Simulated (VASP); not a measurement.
# ZrGe4Mo (F-43m) in VASP: notebook

The runs below take ZrGe4Mo through single point, relaxation of cell and atoms, with PBE.

Program: VASP 6.6.1. These are calculated values, not measurements. Logs are shortened: lines on timing, memory, paths and dates and some standing lists are left out, and cuts for length are marked.

### 1 The cell of the first run

It takes space group F-43m (No. 216, cubic). Conventional cell: a = 7.349 Å, b = 7.349 Å, c = 7.349 Å, α = 90.00°, β = 90.00°, γ = 90.00°. Zr (site symmetry -43m) has 12 Ge at 3.05 Å and 4 Mo at 3.18 Å within 4.0 Å. Within 3.4 Å of Ge (site symmetry 3m) lie 6 Ge at 2.59 to 2.61 Å and 3 Zr at 3.05 Å and 3 Mo at 3.05 Å. Mo (site symmetry -43m) has 12 Ge at 3.05 Å and 4 Zr at 3.18 Å within 4.0 Å.

### 2 Single point, PBE

Contents of INCAR:

```
ALGO = Normal
EDIFF = 1E-6
ENCUT = 520
GGA = PE
ISIF = 2
ISMEAR = 0
LASPH = True
LCHARG = False
LREAL = False
LWAVE = False
NBANDS = 50
NELM = 80
PREC = Accurate
SIGMA = 0.1
```

Contents of KPOINTS:

```
k-points
0
Gamma
  4 4 4
```

Contents of POSCAR:

```
ZrGe4Mo
1.0
    0.0000000000      3.6742982200      3.6742982200
    3.6742982200      0.0000000000      3.6742982200
    3.6742982200      3.6742982200      0.0000000000
Zr Ge Mo
1 4 1
Direct
    0.7500000000      0.7500000000      0.7500000000
    0.3754989700      0.3754989700      0.3754989700
    0.3754989700      0.8735030900      0.3754989700
    0.8735030900      0.3754989700      0.3754989700
    0.3754989700      0.3754989700      0.8735030900
    0.0000000000      0.0000000000      0.0000000000
```

Potentials or basis: VASP PAW PBE potentials, release 64 (Zr_sv, Ge_d, Mo_sv).

Command:

```
$ cat potpaw_PBE.64/Zr_sv/POTCAR potpaw_PBE.64/Ge_d/POTCAR potpaw_PBE.64/Mo_sv/POTCAR > POTCAR
$ mpirun -np 1 vasp_std > vasp.out
```

OUTCAR:

```text
EDIFF = 1E-6
   ENCUT = 520
   GGA = PE
   ISIF = 2
   ISMEAR = 0
   LASPH = True
   LREAL = False
   NELM = 80
   PREC = Accurate

 ion  position               nearest neighbor table
   1  0.750  0.750  0.750-   3 3.05   4 3.05   5 3.05   2 3.05   2 3.05   2 3.05   5 3.05   3 3.05
                             4 3.05   3 3.05   4 3.05   5 3.05   6 3.18   6 3.18   6 3.18   6 3.18
   2  0.375  0.375  0.375-   3 2.59   4 2.59   5 2.59   5 2.61   3 2.61   4 2.61   1 3.05   1 3.05
                             1 3.05   6 3.05   6 3.05   6 3.05
   3  0.375  0.874  0.375-   2 2.59   4 2.59   5 2.59   5 2.61   2 2.61   4 2.61   1 3.05   1 3.05
                             1 3.05   6 3.05   6 3.05   6 3.05
   4  0.874  0.375  0.375-   2 2.59   3 2.59   5 2.59   2 2.61   5 2.61   3 2.61   1 3.05   1 3.05
                             1 3.05   6 3.05   6 3.05   6 3.05
   5  0.375  0.375  0.874-   2 2.59   3 2.59   4 2.59   2 2.61   3 2.61   4 2.61   1 3.05   1 3.05
                             1 3.05   6 3.05   6 3.05   6 3.05
   6  0.000  0.000  0.000-   3 3.05   4 3.05   4 3.05   5 3.05   3 3.05   5 3.05   2 3.05   2 3.05
                             2 3.05   3 3.05   4 3.05   5 3.05   1 3.18   1 3.18   1 3.18   1 3.18

  LATTYP: Found a face centered cubic cell.
 ALAT       =     7.3485964400

  Lattice vectors:

 A1 = (   0.0000000000,   3.6742982200,   3.6742982200)
 A2 = (   3.6742982200,   0.0000000000,   3.6742982200)
 A3 = (   3.6742982200,   3.6742982200,   0.0000000000)

Analysis of symmetry for initial positions (statically):
=====================================================================
 Subroutine PRICEL returns:
 Original cell was already a primitive cell.

 Routine SETGRP: Setting up the symmetry group for a
 face centered cubic supercell.

 Subroutine GETGRP returns: Found 24 space group operations
 (whereof 24 operations were pure point group operations)
 out of a pool of 48 trial point group operations.

The static configuration has the point symmetry T_d .

Analysis of symmetry for dynamics (positions and initial velocities):
=====================================================================
 Subroutine PRICEL returns:
 Original cell was already a primitive cell.

 Routine SETGRP: Setting up the symmetry group for a
 face centered cubic supercell.

 Subroutine GETGRP returns: Found 24 space group operations
 (whereof 24 operations were pure point group operations)
 out of a pool of 48 trial point group operations.

The dynamic configuration has the point symmetry T_d .

 Subroutine INISYM returns: Found 24 space group operations
 (whereof 24 operations are pure point group operations),
 and found     1 'primitive' translations

----------------------------------------------------------------------------------------

                                     Primitive cell

  volume of cell :      99.2095

  direct lattice vectors                    reciprocal lattice vectors
     0.000000000  3.674298220  3.674298220    -0.136080408  0.136080408  0.136080408
     3.674298220  0.000000000  3.674298220     0.136080408 -0.136080408  0.136080408
     3.674298220  3.674298220  0.000000000     0.136080408  0.136080408 -0.136080408

  length of vectors
     5.196242375  5.196242375  5.196242375     0.235698180  0.235698180  0.235698180

  position of ions in fractional coordinates (direct lattice)
     0.750000000  0.750000000  0.750000000
     0.375498970  0.375498970  0.375498970
     0.375498970  0.873503090  0.375498970
     0.873503090  0.375498970  0.375498970
     0.375498970  0.375498970  0.873503090
     0.000000000  0.000000000  0.000000000

  ion indices of the primitive-cell ions
   primitive index   ion index
                 1           1
                 2           2
                 3           3
                 4           4
                 5           5
                 6           6

----------------------------------------------------------------------------------------

 KPOINTS: k-points

Automatic generation of k-mesh.
 Grid dimensions read from file:
 generate k-points for:    4    4    4

 Generating k-lattice:

  Cartesian coordinates                     Fractional coordinates (reciprocal lattice)
    -0.034020102  0.034020102  0.034020102     0.250000000  0.000000000  0.000000000
     0.034020102 -0.034020102  0.034020102     0.000000000  0.250000000  0.000000000
     0.034020102  0.034020102 -0.034020102     0.000000000  0.000000000  0.250000000

  Length of vectors
     0.058924545  0.058924545  0.058924545

  Shift w.r.t. Gamma in fractional coordinates (k-lattice)
     0.000000000  0.000000000  0.000000000

 Subroutine IBZKPT returns following result:
 ===========================================

 Found      8 irreducible k-points:

 Following reciprocal coordinates:
            Coordinates               Weight
  0.000000  0.000000  0.000000      1.000000
  0.250000  0.000000  0.000000      8.000000
  0.500000  0.000000  0.000000      4.000000
  0.250000  0.250000  0.000000      6.000000
  0.500000  0.250000  0.000000     24.000000
 -0.250000  0.250000  0.000000     12.000000
  0.500000  0.500000  0.000000      3.000000
 -0.250000  0.500000  0.250000      6.000000
   k-points           NKPTS =      8   k-points in BZ     NKDIM =      8   number of bands    NBANDS=     50
   number of dos      NEDOS =    301   number of ions     NIONS =      6
   total plane-waves  NPLWV =  64000
   dimension x,y,z NGX =    40 NGY =   40 NGZ =   40
   dimension x,y,z NGXF=    80 NGYF=   80 NGZF=   80
   ions per type =               1   4   1
   NGX,Y,Z   is equivalent  to a cutoff of  12.80, 12.80, 12.80 a.u.
   NGXF,Y,Z  is equivalent  to a cutoff of  25.59, 25.59, 25.59 a.u.
 SYSTEM =  unknown system
   PREC   = accura    normal or accurate (medium, high low for compatibility)
   ISTART =      0    job   : 0-new  1-cont  2-samecut
   ICHARG =      2    charge: 1-file 2-atom 10-const
   ISPIN  =      1    spin polarized calculation?
   LNONCOLLINEAR =      F non collinear calculations
   LSORBIT =      F    spin-orbit coupling
   LASPH  =      T    aspherical Exc in radial PAW
   ENCUT  =  520.0 eV  38.22 Ry    6.18 a.u.   9.66  9.66  9.66*2*pi/ulx,y,z
   NELM   =     80;   NELMIN=  2; NELMDL= -5     # of ELM steps
   EDIFF  = 0.1E-05   stopping-criterion for ELM
   LREAL  =      F    real-space projection
   EDIFFG = 0.1E-04   stopping-criterion for IOM
   NSW    =      0    number of steps for IOM
   IBRION =     -1    ionic relax: 0-MD 1-quasi-New 2-CG
   NFREE  =      0    steps in history (QN), initial steepest desc. (CG)
   ISIF   =      2    stress and relaxation
   ISYM   =      2    0-nonsym 1-usesym 2-fastsym
   POTIM  = 0.5000    time-step for ionic-motion
   TEBEG  =    0.0;   TEEND  =   0.0 temperature during run
   PSTRESS=    0.0 pullay stress
   NELECT =      82.0000    total number of electrons
   NUPDOWN=      -1.0000    fix difference up-down
   EMIN   =  10.00;   EMAX   =-10.00  energy-range for DOS
   EFERMI =   0.00;   METHOD = LEGACY
   ISMEAR =     0;   SIGMA  =   0.10  broadening in eV -4-tet -1-fermi 0-gaus
   EFERMI_NEDOS =   21; number of points for ismear=-14 and -15
   IALGO  =     38    algorithm
   IMIX   =      4    mixing-type and parameters
     AMIX     =   0.40;   BMIX     =  1.00
     AMIX_MAG =   1.60;   BMIX_MAG =  1.00
  volume/ion in A,a.u.               =      16.53       111.58
  Fermi-wavevector in a.u.,A,eV,Ry     =   1.536367  2.903313 32.115524  2.360424
  Thomas-Fermi vector in A             =   2.643026
   LORBIT       =      0    0 simple, 1 ext, 2 COOP (PROOUT), +10 PAW based schemes
   GGA     = PE    functional components
   LHFCALC =     F    Hartree Fock is set to
   AEXX    =    0.0000 exact exchange contribution
   IVDW    =     0    specifies the selected vdW correction
   LEPSILON=     F    determine dielectric tensor
   LRPA    =     F    only Hartree local field effects (RPA)
 non-spin polarized calculation
 Gauss-broadening in eV      SIGMA  =   0.10
  energy-cutoff  :      520.00
  volume of cell :       99.21
 maximum number of plane-waves:      2698
 NGX is ok and might be reduce to    40
   NGX = 19   NGY = 19   NGZ = 19

 number of electron      81.9999954 magnetization

 Free energy of the ion-electron system (eV)
  ---------------------------------------------------
  ext. energy  EPLUGINS =         0.00000000
  ---------------------------------------------------
  free energy    TOTEN  =       -34.82815676 eV

  energy without entropy =      -34.81553632  energy(sigma->0) =      -34.82184654

 E-fermi :  10.0905     XC(G=0): -12.2887

 val. band max:       10.0680723033   @ k =   0.0000   0.0000   0.0000
 cond. band min:      10.1161118888   @ k =   0.2500   0.2500   0.0000
 fundamental gap:      0.0480395855
 Fermi energy:        10.0905029984

 k-point     1 :       0.0000    0.0000    0.0000
  band No.  band energies     occupation
      1     -50.8197      2.00000
      2     -39.2270      2.00000
      3     -24.9197      2.00000
      4     -24.9197      2.00000
      5     -24.9197      2.00000
      6     -17.3035      2.00000
[... 42 lines left out ...]
     49      14.0312      0.00000
     50      14.0315      0.00000

 k-point     2 :       0.2500    0.0000    0.0000
  band No.  band energies     occupation
      1     -50.8197      2.00000
      2     -39.2270      2.00000
      3     -24.9201      2.00000
      4     -24.9199      2.00000
      5     -24.9199      2.00000
      6     -17.3062      2.00000
[... 42 lines left out ...]
     49      13.8894      0.00000
     50      15.0924      0.00000

 k-point     3 :       0.5000    0.0000    0.0000
  band No.  band energies     occupation
      1     -50.8196      2.00000
      2     -39.2270      2.00000
      3     -24.9206      2.00000
      4     -24.9201      2.00000
      5     -24.9201      2.00000
      6     -17.3085      2.00000
[... 254 lines left out ...]
     49      13.4691      0.00000
     50      13.6780      0.00000

 k-point     8 :      -0.2500    0.5000    0.2500
  band No.  band energies     occupation
      1     -50.8196      2.00000
      2     -39.2270      2.00000
      3     -24.9214      2.00000
      4     -24.9208      2.00000
      5     -24.9191      2.00000
      6     -17.3058      2.00000
[... 42 lines left out ...]
     49      12.9547      0.00000
     50      14.0950      0.00000

------------------------ aborting loop because EDIFF is reached ----------------------------------------

  FORCE on cell =-STRESS in cart. coord.  units (eV):
  Direction    XX          YY          ZZ          XY          YZ          ZX
  --------------------------------------------------------------------------------------
  -------------------------------------------------------------------------------------
  Total        6.0533514      6.0533514      6.0533514     -0.0000000     -0.0000000     -0.0000000
  in kB       97.7582153     97.7582153     97.7582153     -0.0000000     -0.0000000     -0.0000000
  external PRESSURE =      97.7582153 kB  Pullay stress =       0.0000000 kB

 VOLUME and BASIS-vectors are now :
 -----------------------------------------------------------------------------
  energy-cutoff  :      520.00
  volume of cell :       99.21
      direct lattice vectors                 reciprocal lattice vectors
     0.000000000  3.674298220  3.674298220    -0.136080408  0.136080408  0.136080408
     3.674298220  0.000000000  3.674298220     0.136080408 -0.136080408  0.136080408
     3.674298220  3.674298220  0.000000000     0.136080408  0.136080408 -0.136080408

 POSITION                                       TOTAL-FORCE (eV/Angst)
 -----------------------------------------------------------------------------------
      5.51145      5.51145      5.51145        -0.000000     -0.000000     -0.000000
      2.75939      2.75939      2.75939        -0.143243     -0.143243     -0.143243
      4.58921      2.75939      4.58921         0.143243     -0.143243      0.143243
      2.75939      4.58921      4.58921        -0.143243      0.143243      0.143243
      4.58921      4.58921      2.75939         0.143243      0.143243     -0.143243
      0.00000      0.00000      0.00000        -0.000000     -0.000000     -0.000000
 -----------------------------------------------------------------------------------
    total drift:                               -0.000000     -0.000000     -0.000000

  FREE ENERGIE OF THE ION-ELECTRON SYSTEM (eV)
  ---------------------------------------------------
  free  energy   TOTEN  =       -34.8281567566 eV

  energy  without entropy=      -34.8155363209  energy(sigma->0) =      -34.82184654
```

Wall time 58 s (1 thread of Intel Xeon Platinum 8259CL at 2.50GHz (Skylake/Cascade Lake), shared host); peak memory 0.25 GiB.

What came out:

```
Free energy            : -34.8282 eV
Pressure               : 9.8 GPa
Largest force          : 0.248 eV/Å
Band gap on the k mesh : zero (band 41 reaches 10.32 eV, above the bottom of band 42 at 9.29 eV)
```

Forces in eV/Å, atoms in the order of the input:
```
Zr   0.000  0.000  0.000
Ge  -0.143 -0.143 -0.143
Ge   0.143 -0.143  0.143
Ge  -0.143  0.143  0.143
Ge   0.143  0.143 -0.143
Mo   0.000  0.000  0.000
```

Levels at points of the mesh, in eV from the Fermi level:
```
           k point  band 37  band 38  band 39  band 40  band 41  band 42  band 43  band 44  band 45  band 46
(0.00, 0.00, 0.00)    -4.51    -4.51    -0.53    -0.02    -0.02    -0.02     1.33     1.33     3.10     3.10
(0.50, 0.00, 0.00)    -2.27    -1.88    -0.47    -0.47     0.23     0.23     0.64     0.87     1.18     1.78
(0.50, 0.50, 0.00)    -1.50    -1.50    -1.41    -1.08    -0.80    -0.80     1.25     1.41     1.41     1.51
```

Caveat: the k points lie up to 0.37 Å⁻¹ apart.

### 3 Single point, PBE

This run uses another cell than the first one, of 17.98 Å³/atom, 1.087 times its volume.

Contents of INCAR:

```
PREC = Accurate ; ENCUT = 520
EDIFF = 1E-7 ; ISMEAR = 0
SIGMA = 0.1 ; LREAL = F
LASPH = T ; NELM = 80
ALGO = Normal ; ISIF = 2
LWAVE = F ; LCHARG = T
GGA = PE ; LELF = T
LVHAR = T ; NBANDS = 50
```

Contents of KPOINTS:

```
regular mesh
0
Gamma
  4 4 4
```

Contents of POSCAR:

```
ZrGe4Mo
1.0
    0.0000000000      3.7782657642      3.7782657642
    3.7782657642      0.0000000000      3.7782657642
    3.7782657642      3.7782657642      0.0000000000
Zr Ge Mo
1 4 1
Direct
    0.7500000000      0.7500000000      0.7500000000
    0.3750510680      0.3750510680      0.3750510680
    0.3750510680      0.8748467961      0.3750510680
    0.8748467961      0.3750510680      0.3750510680
    0.3750510680      0.3750510680      0.8748467961
    0.0000000000      0.0000000000      0.0000000000
```

Potentials or basis: VASP PAW PBE potentials, release 64 (Zr_sv, Ge_d, Mo_sv).

Command:

```
$ cat potpaw_PBE.64/Zr_sv/POTCAR potpaw_PBE.64/Ge_d/POTCAR potpaw_PBE.64/Mo_sv/POTCAR > POTCAR
$ mpirun -np 1 vasp_std > vasp.out
```

It took 58 s on 1 thread of Intel Xeon Platinum 8259CL at 2.50GHz (Skylake/Cascade Lake), shared host; peak memory 0.25 GiB.

It converged, with:

| Item | Value |
| --- | --- |
| Free energy | -35.0745 eV |
| Pressure | -0.2 GPa |
| Largest force | 0.020 eV/Å |
| Band gap on the k mesh | zero (band 41 reaches 9.24 eV, above the bottom of band 42 at 8.37 eV) |

Forces on the atoms (eV/Å):
```
Zr   0.000  0.000  0.000
Ge  -0.011 -0.011 -0.011
Ge   0.011 -0.011  0.011
Ge  -0.011  0.011  0.011
Ge   0.011  0.011 -0.011
Mo   0.000  0.000  0.000
```

Levels at points of the mesh, in eV from the Fermi level:
```csv
k point,band 37,band 38,band 39,band 40,band 41,band 42,band 43,band 44,band 45,band 46
"(0.00, 0.00, 0.00)",-3.97,-3.97,-0.52,-0.02,-0.02,-0.02,1.28,1.28,2.93,2.93
"(0.50, 0.00, 0.00)",-1.95,-1.62,-0.47,-0.47,0.32,0.32,0.68,0.78,1.10,1.69
"(0.50, 0.50, 0.00)",-1.25,-1.25,-1.11,-0.87,-0.55,-0.55,1.14,1.14,1.21,1.42
```

Caveat: the k points lie up to 0.36 Å⁻¹ apart.

### 4 Relaxation of cell and atoms, PBE

Contents of INCAR:

```
SYSTEM = ZrGe4Mo
ALGO = Normal
EDIFF = 1E-6
EDIFFG = -0.04
ENCUT = 600
GGA = PE
IBRION = 2
ISIF = 3
ISMEAR = 0
LASPH = .True.
LCHARG = .False.
LREAL = .False.
LWAVE = .False.
NELM = 100
NSW = 90
PREC = Accurate
SIGMA = 0.1
```

Contents of KPOINTS:

```
k-points
0
Gamma
  4 4 4
  0 0 0
```

Contents of POSCAR:

```
ZrGe4Mo
1.0
    0.0000000000      3.6742982200      3.6742982200
    3.6742982200      0.0000000000      3.6742982200
    3.6742982200      3.6742982200      0.0000000000
Zr Ge Mo
1 4 1
Direct
    0.7500000000      0.7500000000      0.7500000000
    0.3754989700      0.3754989700      0.3754989700
    0.3754989700      0.8735030900      0.3754989700
    0.8735030900      0.3754989700      0.3754989700
    0.3754989700      0.3754989700      0.8735030900
    0.0000000000      0.0000000000      0.0000000000
```

Command:

```
$ cat potpaw_PBE.64/Zr_sv/POTCAR potpaw_PBE.64/Ge_d/POTCAR potpaw_PBE.64/Mo_sv/POTCAR > POTCAR
$ mpirun -np 1 vasp_std > vasp.out
```

It took 3.1 min on 1 thread of Intel Xeon Platinum 8259CL at 2.50GHz (Skylake/Cascade Lake), shared host; peak memory 0.29 GiB.

Results (log left out):

```yaml
Free_energy: -35.0721 eV
Relaxed_volume: 17.95 Å³/atom
Relaxed_cell: a = 5.341 Å, b = 5.341 Å, c = 5.341 Å, α = 60.00°, β = 60.00°, γ = 60.00°
Space_group_after_relaxing_to_0.05_Å: F-43m (No. 216)
Energy_gained_by_relaxing: 40.6 meV/atom
Ionic_steps: 3
Pressure_after_relaxing: -0.1 GPa
Largest_force_after_relaxing: 0.008 eV/Å
Band_gap_on_the_k_mesh: zero (band 41 reaches 9.26 eV, above the bottom of band 42 at 8.39 eV)
```

Forces on the atoms (eV/Å):
```
Zr   0.000  0.000  0.000
Ge   0.005  0.005  0.005
Ge  -0.005  0.005 -0.005
Ge   0.005 -0.005 -0.005
Ge  -0.005 -0.005  0.005
Mo   0.000  0.000  0.000
```

The path:
| step | energy change (eV) | largest force (eV/Å) | pressure (GPa) | volume (Å³) |
| --- | --- | --- | --- | --- |
| 1 | 0.0000 | 0.2487 | 9.77 | 99.21 |
| 2 | -0.1241 | 0.1308 | -5.37 | 114.40 |
| 3 | -0.2437 | 0.0080 | -0.05 | 107.72 |

Final structure:
```
CELL_PARAMETERS angstrom
0.00000 3.77651 3.77651
3.77651 0.00000 3.77651
3.77651 3.77651 0.00000
ATOMIC_POSITIONS crystal
Zr 0.75000 0.75000 0.75000
Ge 0.37494 0.37494 0.37494
Ge 0.37494 0.87518 0.37494
Ge 0.87518 0.37494 0.37494
Ge 0.37494 0.37494 0.87518
Mo 0.00000 0.00000 0.00000
```

Levels at points of the mesh, in eV from the Fermi level:
```csv
k point,band 37,band 38,band 39,band 40,band 41,band 42,band 43,band 44,band 45,band 46
"(0.00, 0.00, 0.00)",-3.98,-3.98,-0.52,-0.02,-0.02,-0.02,1.28,1.28,2.94,2.94
"(0.50, 0.00, 0.00)",-1.96,-1.62,-0.46,-0.46,0.32,0.32,0.69,0.77,1.10,1.69
"(0.50, 0.50, 0.00)",-1.25,-1.25,-1.11,-0.88,-0.55,-0.55,1.14,1.14,1.21,1.42
```

Caveat: the k points lie up to 0.36 Å⁻¹ apart in the final cell.

### 5 Summary

```tsv
task	cell	cutoff (eV)	gap on the mesh (eV)	pressure (GPa)	largest force (eV/Å)
single point	a = 5.196 Å, angles 60.0°, 6 atoms	520	none	9.8	0.25
single point	a = 5.343 Å, angles 60.0°, 6 atoms	520	none	-0.2	0.02
relaxation of cell and atoms	relaxed from a = 5.196 Å, angles 60.0°, 6 atoms	600	none	-0.1	0.01
```

Alike in all rows: level PBE; potentials or basis VASP PAW PBE potentials, release 64 (Zr_sv, Ge_d, Mo_sv); no spin polarisation; k mesh 4 × 4 × 4; smearing gaussian 0.1 eV.

Caveats: all runs use coarse meshes.

Absolute energies hang on the potentials; compare differences alone.
